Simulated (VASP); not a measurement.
# WSe2 in VASP: single point with PBE+D3(BJ)

Aim: the single point of WSe2 with PBE+D3(BJ).

Everything below comes from runs of VASP 6.6.1. Logs are shortened: lines on timing, memory, paths and dates and some standing lists are left out, and cuts for length are marked.

### Step 1. The cell of the first run

The typed cell holds 6 atoms: a = 3.279 Å, b = 3.278 Å, c = 12.782 Å, α = 90.00°, β = 90.00°, γ = 119.99°.

### Step 2. Single point, PBE+D3(BJ) (atoms displaced along a vibrational mode, then relaxed in part)

Contents of INCAR:

```
SYSTEM = WSe2
PREC = Accurate
ENCUT = 520
EDIFF = 1E-7
ISMEAR = 0
SIGMA = 0.05
LREAL = .False.
LASPH = .True.
NELM = 60
ALGO = Normal
ISIF = 2
LWAVE = .False.
LCHARG = .False.
GGA = PE
IVDW = 12
NBANDS = 35
```

Contents of KPOINTS:

```
Automatic mesh
0
Gamma
  12 12 2
  0 0 0
```

Contents of POSCAR:

```
WSe2
1.0
    3.2793714681      0.0006431911      0.0000000000
   -1.6391287142      2.8388467623      0.0000000000
    0.0000000000      0.0000000000     12.7819849257
W Se
2 4
Direct
    0.3326808846      0.6663452807      0.2500000000
    0.6673191154      0.3336547193      0.7500000000
    0.3338075754      0.6668774563      0.6182266752
    0.6661924246      0.3331225437      0.1182266752
    0.3338075754      0.6668774563      0.8817733248
    0.6661924246      0.3331225437      0.3817733248
```

Potentials or basis: VASP PAW PBE potentials, release 64 (W_sv, Se).

Command:

```console
> cat potpaw_PBE.64/W_sv/POTCAR potpaw_PBE.64/Se/POTCAR > POTCAR
> mpirun -np 1 vasp_std > vasp.out
```

OUTCAR:

```text
SYSTEM = WSe2
   PREC = Accurate
   ENCUT = 520
   EDIFF = 1E-7
   ISMEAR = 0
   LREAL = .False.
   LASPH = .True.
   NELM = 60
   ISIF = 2
   GGA = PE
   IVDW = 12
 IVDW          = 12

 ion  position               nearest neighbor table
   1  0.333  0.666  0.250-   4 2.53   6 2.53   4 2.53   6 2.53   4 2.53   6 2.53
   2  0.667  0.334  0.750-   3 2.53   5 2.53   3 2.53   5 2.53   3 2.53   5 2.53
   3  0.334  0.667  0.618-   2 2.53   2 2.53   2 2.53
   4  0.666  0.333  0.118-   1 2.53   1 2.53   1 2.53
   5  0.334  0.667  0.882-   2 2.53   2 2.53   2 2.53
   6  0.666  0.333  0.382-   1 2.53   1 2.53   1 2.53

  Warning from LATTYP: Monoclinic adjustment (A1->A3, A2->A1, A3->A2)!
  Warning from LATTYP: Got some problem with cell dimensions!
  Tried to take original basis but could not verify dimensions!
  LATTYP: Found a simple monoclinic cell.
 ALAT       =     3.2780777723
 B/A-ratio  =     3.8992317490
 C/A-ratio  =     1.0003398709
 COS(beta)  =    -0.4997753217

  Lattice vectors:

 A1 = (  -1.6391287142,   2.8388467623,   0.0000000000)
 A2 = (   0.0000000000,   0.0000000000, -12.7819849257)
 A3 = (  -1.6402427539,  -2.8394899534,   0.0000000000)

Analysis of symmetry for initial positions (statically):
=====================================================================
 Subroutine PRICEL returns:
 Original cell was already a primitive cell.

 Routine SETGRP: Setting up the symmetry group for a
 simple monoclinic supercell.

 Subroutine GETGRP returns: Found  4 space group operations
 (whereof  2 operations were pure point group operations)
 out of a pool of  4 trial point group operations.

The static configuration has the point symmetry S_2 .
 The point group associated with its full space group is C_2h.

Analysis of symmetry for dynamics (positions and initial velocities):
=====================================================================
 Subroutine PRICEL returns:
 Original cell was already a primitive cell.

 Routine SETGRP: Setting up the symmetry group for a
 simple monoclinic supercell.

 Subroutine GETGRP returns: Found  4 space group operations
 (whereof  2 operations were pure point group operations)
 out of a pool of  4 trial point group operations.

The dynamic configuration has the point symmetry S_2 .
 The point group associated with its full space group is C_2h.

 Subroutine INISYM returns: Found  4 space group operations
 (whereof  2 operations are pure point group operations),
 and found     1 'primitive' translations

----------------------------------------------------------------------------------------

                                     Primitive cell

  volume of cell :     119.0091

  direct lattice vectors                    reciprocal lattice vectors
     3.279371468  0.000643191  0.000000000     0.304901954  0.176048089  0.000000000
    -1.639128714  2.838846762  0.000000000    -0.000069081  0.352215830  0.000000000
     0.000000000  0.000000000 12.781984926     0.000000000  0.000000000  0.078235110

  length of vectors
     3.279371531  3.278077772 12.781984926     0.352076882  0.352215836  0.078235110

  position of ions in fractional coordinates (direct lattice)
     0.332680885  0.666345281  0.250000000
     0.667319115  0.333654719  0.750000000
     0.333807575  0.666877456  0.618226675
     0.666192425  0.333122544  0.118226675
     0.333807575  0.666877456  0.881773325
     0.666192425  0.333122544  0.381773325

  ion indices of the primitive-cell ions
   primitive index   ion index
                 1           1
                 2           2
                 3           3
                 4           4
                 5           5
                 6           6

----------------------------------------------------------------------------------------

 KPOINTS: Automatic mesh

Automatic generation of k-mesh.
 Grid dimensions read from file:
 generate k-points for:   12   12    2

 Generating k-lattice:

  Cartesian coordinates                     Fractional coordinates (reciprocal lattice)
     0.025408496  0.014670674  0.000000000     0.083333333  0.000000000  0.000000000
    -0.000005757  0.029351319  0.000000000     0.000000000  0.083333333  0.000000000
     0.000000000  0.000000000  0.039117555     0.000000000  0.000000000  0.500000000

  Length of vectors
     0.029339740  0.029351320  0.039117555

  Shift w.r.t. Gamma in fractional coordinates (k-lattice)
     0.000000000  0.000000000  0.000000000

 Subroutine IBZKPT returns following result:
 ===========================================

 Found    148 irreducible k-points:

 Following reciprocal coordinates:
            Coordinates               Weight
  0.000000  0.000000  0.000000      1.000000
  0.083333  0.000000  0.000000      2.000000
  0.166667  0.000000  0.000000      2.000000
  0.250000  0.000000  0.000000      2.000000
  0.333333  0.000000  0.000000      2.000000
  0.416667  0.000000  0.000000      2.000000
[... 16 lines left out ...]
  0.250000  0.166667  0.000000      2.000000
  0.333333  0.166667  0.000000      2.000000
 [... further k-points ...]
   k-points           NKPTS =    148   k-points in BZ     NKDIM =    148   number of bands    NBANDS=     35
   number of dos      NEDOS =    301   number of ions     NIONS =      6
   total plane-waves  NPLWV =  55296
   dimension x,y,z NGX =    24 NGY =   24 NGZ =   96
   dimension x,y,z NGXF=    48 NGYF=   48 NGZF=  192
   ions per type =               2   4
   NGX,Y,Z   is equivalent  to a cutoff of  12.17, 12.17, 12.49 a.u.
   NGXF,Y,Z  is equivalent  to a cutoff of  24.33, 24.34, 24.97 a.u.
 SYSTEM =  WSe2
   PREC   = accura    normal or accurate (medium, high low for compatibility)
   ISTART =      0    job   : 0-new  1-cont  2-samecut
   ICHARG =      2    charge: 1-file 2-atom 10-const
   ISPIN  =      1    spin polarized calculation?
   LNONCOLLINEAR =      F non collinear calculations
   LSORBIT =      F    spin-orbit coupling
   LASPH  =      T    aspherical Exc in radial PAW
   ENCUT  =  520.0 eV  38.22 Ry    6.18 a.u.   6.10  6.10 23.77*2*pi/ulx,y,z
   NELM   =     60;   NELMIN=  2; NELMDL= -5     # of ELM steps
   EDIFF  = 0.1E-06   stopping-criterion for ELM
   LREAL  =      F    real-space projection
   EDIFFG = 0.1E-05   stopping-criterion for IOM
   NSW    =      0    number of steps for IOM
   IBRION =     -1    ionic relax: 0-MD 1-quasi-New 2-CG
   NFREE  =      0    steps in history (QN), initial steepest desc. (CG)
   ISIF   =      2    stress and relaxation
   ISYM   =      2    0-nonsym 1-usesym 2-fastsym
   POTIM  = 0.5000    time-step for ionic-motion
   TEBEG  =    0.0;   TEEND  =   0.0 temperature during run
   PSTRESS=    0.0 pullay stress
   NELECT =      52.0000    total number of electrons
   NUPDOWN=      -1.0000    fix difference up-down
   EMIN   =  10.00;   EMAX   =-10.00  energy-range for DOS
   EFERMI =   0.00;   METHOD = LEGACY
   ISMEAR =     0;   SIGMA  =   0.05  broadening in eV -4-tet -1-fermi 0-gaus
   EFERMI_NEDOS =   21; number of points for ismear=-14 and -15
   IALGO  =     38    algorithm
   IMIX   =      4    mixing-type and parameters
     AMIX     =   0.40;   BMIX     =  1.00
     AMIX_MAG =   1.60;   BMIX_MAG =  1.00
  volume/ion in A,a.u.               =      19.83       133.85
  Fermi-wavevector in a.u.,A,eV,Ry     =   1.242270  2.347550 20.996977  1.543234
  Thomas-Fermi vector in A             =   2.376632
   LORBIT       =      0    0 simple, 1 ext, 2 COOP (PROOUT), +10 PAW based schemes
   GGA     = PE    functional components
   LHFCALC =     F    Hartree Fock is set to
   AEXX    =    0.0000 exact exchange contribution
   IVDW    =    12    specifies the selected vdW correction
   LEPSILON=     F    determine dielectric tensor
   LRPA    =     F    only Hartree local field effects (RPA)
 non-spin polarized calculation
 Gauss-broadening in eV      SIGMA  =   0.05
  energy-cutoff  :      520.00
  volume of cell :      119.01
 maximum number of plane-waves:      3246
   NGX = 13   NGY = 13   NGZ = 47

 number of electron      51.9999988 magnetization

 Free energy of the ion-electron system (eV)
  ---------------------------------------------------
  ext. energy  EPLUGINS =         0.00000000
  ---------------------------------------------------
  free energy    TOTEN  =       -43.07591667 eV

  energy without entropy =      -43.07591667  energy(sigma->0) =      -43.07591667

 E-fermi :   6.7695     XC(G=0): -10.9013

 val. band max:        6.5331908497   @ k =   0.0000   0.0000   0.0000
 cond. band min:       7.4203626857   @ k =  -0.1667   0.3333   0.0000
 fundamental gap:      0.8871718360
 Fermi energy:         6.7695304908

 k-point     1 :       0.0000    0.0000    0.0000
  band No.  band energies     occupation
      1     -67.8117      2.00000
      2     -67.8116      2.00000
      3     -32.0624      2.00000
      4     -32.0624      2.00000
      5     -31.9258      2.00000
      6     -31.9258      2.00000
[... 27 lines left out ...]
     34       9.4778      0.00000
     35      11.0877      0.00000

 k-point     2 :       0.0833    0.0000    0.0000
  band No.  band energies     occupation
      1     -67.8110      2.00000
      2     -67.8110      2.00000
      3     -32.0593      2.00000
      4     -32.0593      2.00000
      5     -31.9421      2.00000
      6     -31.9421      2.00000
[... 27 lines left out ...]
     34       9.4343      0.00000
     35      11.7083      0.00000

 k-point     3 :       0.1667    0.0000    0.0000
  band No.  band energies     occupation
      1     -67.8090      2.00000
      2     -67.8090      2.00000
      3     -32.0509      2.00000
      4     -32.0508      2.00000
      5     -31.9864      2.00000
      6     -31.9864      2.00000
[... 27 lines left out ...]
     34       9.8961      0.00000
     35      12.6296      0.00000
[... 723 lines left out ...]
 k-point    23 :       0.2500    0.1667    0.0000
  band No.  band energies     occupation
      1     -67.8026      2.00000
      2     -67.8026      2.00000
      3     -32.1055      2.00000
      4     -32.1055      2.00000
      5     -32.0234      2.00000
      6     -32.0234      2.00000
[... 27 lines left out ...]
     34      11.2581      0.00000
     35      12.2310      0.00000

 k-point    24 :       0.3333    0.1667    0.0000
  band No.  band energies     occupation
      1     -67.8009      2.00000
      2     -67.8009      2.00000
      3     -32.1344      2.00000
      4     -32.1344      2.00000
      5     -32.0160      2.00000
      6     -32.0160      2.00000
[... 27 lines left out ...]
     34      11.3251      0.00000
     35      11.3377      0.00000

 [... further k-points ...]

------------------------ aborting loop because EDIFF is reached ----------------------------------------

 Edisp (eV)   -2.85468

 E8    (eV) :    -1.2733

  FORCE on cell =-STRESS in cart. coord.  units (eV):
  Direction    XX          YY          ZZ          XY          YZ          ZX
  --------------------------------------------------------------------------------------
  -------------------------------------------------------------------------------------
  Total       0.20335     0.23524     0.32567    -0.02128     0.00000     0.00000
  in kB       2.73757     3.16689     4.38433    -0.28645     0.00000     0.00000
  external pressure =        3.43 kB  Pullay stress =        0.00 kB

 VOLUME and BASIS-vectors are now :
 -----------------------------------------------------------------------------
  energy-cutoff  :      520.00
  volume of cell :      119.01
      direct lattice vectors                 reciprocal lattice vectors
     3.279371468  0.000643191  0.000000000     0.304901954  0.176048089  0.000000000
    -1.639128714  2.838846762  0.000000000    -0.000069081  0.352215830  0.000000000
     0.000000000  0.000000000 12.781984926     0.000000000  0.000000000  0.078235110

 POSITION                                       TOTAL-FORCE (eV/Angst)
 -----------------------------------------------------------------------------------
     -0.00124      1.89187      3.19550         0.005047      0.003857      0.000000
      1.64148      0.94762      9.58649        -0.005047     -0.003857      0.000000
      0.00158      1.89338      7.90216         0.001873      0.001569     -0.046681
      1.63866      0.94611      1.51117        -0.001873     -0.001569     -0.046681
      0.00158      1.89338     11.27081         0.001873      0.001569      0.046681
      1.63866      0.94611      4.87982        -0.001873     -0.001569      0.046681
 -----------------------------------------------------------------------------------
    total drift:                               -0.000000      0.000000     -0.000000

  FREE ENERGIE OF THE ION-ELECTRON SYSTEM (eV)
  ---------------------------------------------------
  free  energy   TOTEN  =       -45.9305937376 eV

  energy  without entropy=      -45.9305937376  energy(sigma->0) =      -45.93059374
```

Run time: 6.6 min. Hardware: 1 thread of Intel Xeon Platinum 8259CL at 2.50GHz (Skylake/Cascade Lake), shared host; peak memory 0.59 GiB.

Results:

| Item | Value |
| --- | --- |
| Free energy | -45.9306 eV |
| Pressure | 0.3 GPa |
| Largest force | 0.047 eV/Å |
| Band gap on the k mesh | 0.89 eV (least direct gap 1.56 eV) |
| Dispersion energy per atom | -0.476 eV |

Forces on the atoms (eV/Å):
```
W    0.005  0.004  0.000
W   -0.005 -0.004  0.000
Se   0.002  0.002 -0.047
Se  -0.002 -0.002 -0.047
Se   0.002  0.002  0.047
Se  -0.002 -0.002  0.047
```

Stress tensor (GPa, compression positive):
```
 0.27 -0.03  0.00
-0.03  0.32  0.00
 0.00  0.00  0.44
```

Caveat: the cell differs from its parent crystal (atoms displaced along a vibrational mode, then relaxed in part); spin-orbit coupling is left out, which moves the levels of the heavy elements.
